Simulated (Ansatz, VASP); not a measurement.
# NaCl in VASP and in Ansatz

```
Na Cl
1.0
     2.80162    0.00000    0.00000
     0.00000    2.80162    0.00000
     0.00000    0.00000    2.80162
Na Cl
1 1
Cartesian
  0.0000 0.0000 0.0000
  1.4008 1.4008 1.4008
```

Change from the starting cell: volume scaled by 0.94, crystal datasets.

Alike in both runs: task electric field gradients; functional PBEsol; k mesh 9 × 9 × 9; occupations fermi-dirac, width 0.03 eV; no spin polarisation.

|  | VASP | Ansatz |
| --- | --- | --- |
| version | VASP 6.6.1 | Ansatz 0.2.0 |
| potentials or method | VASP PAW PBE potentials, release 64 (Na_pv, Cl), cutoff 520 eV | all-electron PAW with datasets made for the crystal, scalar-relativistic |

Ansatz gave:

| Item | Value |
| --- | --- |
| gap on the k mesh at the Fermi level (eV) | 4.25 |
| pressure (GPa) | 76.1 |

Question: Estimate VASP's values.

Answer: gap on the k mesh at the Fermi level (eV): 4.31; pressure (GPa): 77.0.

VASP's potentials were made for PBE, not for PBEsol. Both programs put the cell under a high pressure, so it lies far from rest at this level. Ansatz ran all-electron here, and VASP with PAW potentials.

Noted on VASP's run: the cell as given lies far from equilibrium.
